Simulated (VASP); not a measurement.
# ZnS (P6_3mc) in VASP: notebook, part 2 of 2

VASP 6.6.1. Earlier steps stand in the parts before.

## Step 3: Relaxation of cell and atoms, PBEsol, target pressure 2 GPa, at which the enthalpy is minimised

This run uses another cell than the first one, of 18.86 Å³/atom.

Input file INCAR:

```
  ALGO = Normal
  EDIFF = 1E-6
  EDIFFG = -0.008
  ENCUT = 600
  GGA = PS
  IBRION = 2
  ISIF = 3
  ISMEAR = 0
  LASPH = True
  LCHARG = False
  LREAL = False
  LWAVE = False
  NELM = 100
  NSW = 70
  PREC = Accurate
  PSTRESS = 20.0
  SIGMA = 0.02
```

Input file KPOINTS:

```
k-points
0
Gamma
  12 12 6
```

Input file POSCAR:

```
ZnS
1.0
    3.7579385537      0.0000000000      0.0000000000
   -1.8789692768      3.2544702534      0.0000000000
    0.0000000000      0.0000000000      6.1677392339
Zn S
2 2
Direct
    0.3333333333      0.6666666667      0.0003726397
    0.6666666667      0.3333333333      0.5003726397
    0.3333333333      0.6666666667      0.3746273603
    0.6666666667      0.3333333333      0.8746273603
```

Potentials or basis: VASP PAW PBE potentials, release 64 (Zn, S).

Command:

```sh
$ cat potpaw_PBE.64/Zn/POTCAR potpaw_PBE.64/S/POTCAR > POTCAR
$ mpirun -np 1 vasp_std > vasp.out
```

OUTCAR:

```text
EDIFF = 1E-6
   EDIFFG = -0.008
   ENCUT = 600
   GGA = PS
   IBRION = 2
   ISIF = 3
   ISMEAR = 0
   LASPH = True
   LREAL = False
   NELM = 100
   NSW = 70
   PREC = Accurate
   PSTRESS = 20.0

 ion  position               nearest neighbor table
   1  0.333  0.667  0.000-   4 2.30   4 2.30   4 2.30   3 2.31
   2  0.667  0.333  0.500-   3 2.30   3 2.30   3 2.30   4 2.31
   3  0.333  0.667  0.375-   2 2.30   2 2.30   2 2.30   1 2.31
   4  0.667  0.333  0.875-   1 2.30   1 2.30   1 2.30   2 2.31

  LATTYP: Found a hexagonal cell.
 ALAT       =     3.7579385537
 C/A-ratio  =     1.6412560093

  Lattice vectors:

 A1 = (   3.7579385537,   0.0000000000,   0.0000000000)
 A2 = (  -1.8789692768,   3.2544702534,   0.0000000000)
 A3 = (   0.0000000000,   0.0000000000,   6.1677392339)

Analysis of symmetry for initial positions (statically):
=====================================================================
 Subroutine PRICEL returns:
 Original cell was already a primitive cell.

 Routine SETGRP: Setting up the symmetry group for a
 hexagonal supercell.

 Subroutine GETGRP returns: Found 12 space group operations
 (whereof  6 operations were pure point group operations)
[... 175 lines left out ...]

  FORCE on cell =-STRESS in cart. coord.  units (eV):
  Direction    XX          YY          ZZ          XY          YZ          ZX
  --------------------------------------------------------------------------------------
  -------------------------------------------------------------------------------------
  Total        0.8318298      0.8318298      0.8468630      0.0000000      0.0000000      0.0000000
  in kB       17.6680687     17.6680687     17.9873741      0.0000000      0.0000000      0.0000000
  external PRESSURE =      -2.2254962 kB  Pullay stress =      20.0000000 kB
[... 67 lines left out ...]
--------------------------------------- Ionic step        3  -------------------------------------------

 number of electron      36.0000004 magnetization

 Free energy of the ion-electron system (eV)
  ---------------------------------------------------
  ext. energy  EPLUGINS =         0.00000000
  ---------------------------------------------------
  free energy    TOTEN  =       -15.15629963 eV

  energy without entropy =      -15.15629963  energy(sigma->0) =      -15.15629963

 E-fermi :   2.5865     XC(G=0): -10.0668

 val. band max:        2.4886348243   @ k =   0.0000   0.0000   0.0000
 cond. band min:       4.7488411624   @ k =   0.0000   0.0000   0.0000
 fundamental gap:      2.2602063381
 Fermi energy:         2.5864959837

 k-point     1 :       0.0000    0.0000    0.0000
  band No.  band energies     occupation
      1     -11.0395      2.00000
      2     -10.0007      2.00000
      3      -4.0967      2.00000
      4      -4.0794      2.00000
      5      -4.0794      2.00000
      6      -3.9903      2.00000
[... 589 lines left out ...]
     21       8.2587      0.00000
     22       8.7547      0.00000

 [... further k-points ...]

------------------------ aborting loop because EDIFF is reached ----------------------------------------

  FORCE on cell =-STRESS in cart. coord.  units (eV):
  Direction    XX          YY          ZZ          XY          YZ          ZX
  --------------------------------------------------------------------------------------
  -------------------------------------------------------------------------------------
  Total        0.9439115      0.9439115      0.9622308      0.0000000      0.0000000      0.0000000
  in kB       20.0959158     20.0959158     20.4859340      0.0000000      0.0000000      0.0000000
  external PRESSURE =       0.2259219 kB  Pullay stress =      20.0000000 kB
[... 23 lines left out ...]
  energy  without entropy=      -15.1562996266  energy(sigma->0) =      -15.15629963

  enthalpy is  TOTEN    =       -14.2168933415 eV   P V=        0.9394062851

 reached required accuracy - stopping structural energy minimisation
```

CONTCAR:

```text
ZnS
   1.00000000000000
     3.7548512035567074    0.0000000000003594    0.0000000000000000
    -1.8774256017280835    3.2517965297457567    0.0000000000000000
     0.0000000000000000    0.0000000000000000    6.1633659314333205
  Zn              S
     2     2
Direct
     0.3333333332999970    0.6666666667000030    0.0004114865704444
     0.6666666667000030    0.3333333332999970    0.5004114865704444
     0.3333333332999970    0.6666666667000030    0.3745885134295555
     0.6666666667000030    0.3333333332999970    0.8745885134295556

  0.00000000E+00  0.00000000E+00  0.00000000E+00
  0.00000000E+00  0.00000000E+00  0.00000000E+00
  0.00000000E+00  0.00000000E+00  0.00000000E+00
  0.00000000E+00  0.00000000E+00  0.00000000E+00
```

Wall time 4 min (1 thread of Intel Xeon Platinum 8488C (Sapphire Rapids), shared host); peak memory 0.29 GiB.

Results:

```yaml
Free_energy: -15.1563 eV
Relaxed_volume: 18.81 Å³/atom
Relaxed_cell: a = 3.755 Å, b = 3.755 Å, c = 6.163 Å, α = 90.00°, β = 90.00°, γ = 120.00°
Space_group_after_relaxing_to_0.1_Å: P6_3mc (No. 186)
Energy_change_on_relaxing_the_run_minimises_the_enthalpy: +0.5 meV/atom
Ionic_steps: 3
Pressure_after_relaxing: 2.0 GPa
Largest_force_after_relaxing: 0.006 eV/Å
Band_gap_on_the_k_mesh: 2.26 eV
```

Forces in eV/Å, atoms in the order of the input:
```
Zn   0.000  0.000  0.006
Zn   0.000  0.000  0.006
S    0.000  0.000 -0.006
S    0.000  0.000 -0.006
```

The path:
| step | energy change (eV) | largest force (eV/Å) | pressure (GPa) | volume (Å³) |
| --- | --- | --- | --- | --- |
| 1 | 0.0000 | 0.0080 | 1.78 | 75.43 |
| 2 | 0.0035 | 0.0054 | 2.15 | 75.15 |
| 3 | 0.0021 | 0.0064 | 2.02 | 75.25 |

Final structure:
```xyz
4
Lattice="3.7549 0.0000 0.0000 -1.8774 3.2518 0.0000 0.0000 0.0000 6.1634" Properties=species:S:1:pos:R:3 pbc="T T T"
Zn    0.0000    2.1679    0.0025
Zn    1.8774    1.0839    3.0842
S     0.0000    2.1679    2.3087
S     1.8774    1.0839    5.3904
```

Levels at points of the mesh, in eV from the valence-band top:
```tsv
k point	band 14	band 15	band 16	band 17	band 18	band 19	band 20	band 21	band 22
(0.00, 0.00, 0.00)	-0.97	-0.97	-0.09	0.00	0.00	2.26	3.06	6.19	6.19
(0.50, 0.00, 0.00)	-4.35	-3.54	-2.43	-1.86	-0.96	3.49	4.26	4.94	6.79
(0.00, 0.00, 0.50)	-3.02	-0.51	-0.51	-0.51	-0.51	3.57	3.57	6.66	6.66
(0.50, 0.00, 0.50)	-5.13	-1.77	-1.77	-1.75	-1.75	3.41	3.41	5.08	5.08
```

Caveat: the cell is relaxed towards a set pressure, so the run minimises the enthalpy, not the energy; the PAW data sets were made with another functional, which shifts forces and pressure a little. A k mesh can miss the band edges.

## Step 4: Relaxation of cell and atoms, PBEsol

Input file INCAR:

```
ALGO = Normal ; EDIFF = 1E-6
EDIFFG = -0.005 ; ENCUT = 600
GGA = PS ; IBRION = 2
ISIF = 3 ; ISMEAR = 0
LASPH = True ; LCHARG = False
LREAL = False ; LWAVE = False
NELM = 80 ; NSW = 100
PREC = Accurate ; SIGMA = 0.02
```

KPOINTS is that of step 3.

Input file POSCAR:

```
ZnS
1.0
    3.8057964671      0.0000000000      0.0000000000
   -1.9028982335      3.2959164221      0.0000000000
    0.0000000000      0.0000000000      6.2379816300
Zn S
2 2
Direct
    0.3333333300      0.6666666700      0.0001396800
    0.6666666700      0.3333333300      0.5001396800
    0.3333333300      0.6666666700      0.3748603200
    0.6666666700      0.3333333300      0.8748603200
```

Command:

```sh
$ cat potpaw_PBE.64/Zn/POTCAR potpaw_PBE.64/S/POTCAR > POTCAR
$ mpirun -np 1 vasp_std > vasp.out
```

Wall time 10 min (1 thread of Intel Xeon Platinum 8488C (Sapphire Rapids), shared host); peak memory 0.3 GiB.

The run converged. Its results:

```
Free energy                           : -15.1682 eV
Relaxed volume                        : 19.29 Å³/atom
Relaxed cell                          : a = 3.786 Å, b = 3.786 Å, c = 6.215 Å, α = 90.00°, β = 90.00°, γ = 120.00°
Space group after relaxing (to 0.1 Å) : P6_3mc (No. 186)
Energy gained by relaxing             : 1.0 meV/atom
Ionic steps                           : 9
Pressure after relaxing               : 0.0 GPa
Band gap on the k mesh                : 2.15 eV
```

Step by step:
```csv
step,energy change (eV),largest force (eV/Å),pressure (GPa),volume (Å³)
1,0.0000,0.0073,-1.14,78.25
2,-0.0035,0.0095,0.48,76.68
3,-0.0041,0.0088,-0.10,77.11
4,-0.0041,0.0090,0.04,77.04
5,-0.0041,0.0089,0.04,77.06
6,-0.0041,0.0089,0.01,77.08
7,-0.0041,0.0061,0.01,77.08
8,-0.0041,0.0004,0.05,77.08
9,-0.0041,0.0017,-0.02,77.15
```

Final structure:
```cif
data_structure
_symmetry_space_group_name_H-M 'P 1'
_symmetry_Int_Tables_number 1
_cell_length_a 3.7858
_cell_length_b 3.7858
_cell_length_c 6.2153
_cell_angle_alpha 90.000
_cell_angle_beta 90.000
_cell_angle_gamma 120.000
_cell_volume 77.15
loop_
_atom_site_label
_atom_site_type_symbol
_atom_site_fract_x
_atom_site_fract_y
_atom_site_fract_z
_atom_site_occupancy
Zn1 Zn 0.33333 0.66667 0.00045 1
Zn2 Zn 0.66667 0.33333 0.50045 1
S1 S 0.33333 0.66667 0.37455 1
S2 S 0.66667 0.33333 0.87455 1
```

Levels at points of the mesh, in eV from the valence-band top:
| k point | band 14 | band 15 | band 16 | band 17 | band 18 | band 19 | band 20 | band 21 | band 22 |
| --- | --- | --- | --- | --- | --- | --- | --- | --- | --- |
| (0.00, 0.00, 0.00) | -0.93 | -0.93 | -0.09 | 0.00 | 0.00 | 2.15 | 3.02 | 6.21 | 6.21 |
| (0.50, 0.00, 0.00) | -4.24 | -3.42 | -2.33 | -1.79 | -0.92 | 3.52 | 4.20 | 4.96 | 6.80 |
| (0.00, 0.00, 0.50) | -2.96 | -0.49 | -0.49 | -0.49 | -0.49 | 3.50 | 3.50 | 6.67 | 6.67 |
| (0.50, 0.00, 0.50) | -5.01 | -1.71 | -1.71 | -1.68 | -1.68 | 3.41 | 3.41 | 5.10 | 5.10 |

Caveat: the PAW data sets were made with another functional, which shifts forces and pressure a little. A k mesh can miss the band edges.

## Step 5: Overview

```csv
cell,gap on the mesh (eV),pressure (GPa)
"relaxed to -2 GPa from a = 3.806, b = 3.806, c = 6.247 Å, angles 90.0, 90.0, 120.0°, 4 atoms, atomic positions A",2.03,-2.0
"relaxed to 2 GPa from a = 3.758, b = 3.758, c = 6.168 Å, angles 90.0, 90.0, 120.0°, 4 atoms, atomic positions A",2.26,2.0
"relaxed from a = 3.806, b = 3.806, c = 6.238 Å, angles 90.0, 90.0, 120.0°, 4 atoms, atomic positions B",2.15,0.0
```

Alike in all rows: task relaxation of cell and atoms; level PBEsol; potentials or basis VASP PAW PBE potentials, release 64 (Zn, S); no spin polarisation; k mesh 12 × 12 × 6; cutoff (eV) 600; smearing gaussian 0.02 eV.

Caveats: the PAW data sets were made with another functional, which shifts forces and pressure a little; the cell is relaxed towards a set pressure, so the run minimises the enthalpy, not the energy (at least some runs).

Total energies depend on the potentials used, so only differences within one code and one set of settings carry meaning.
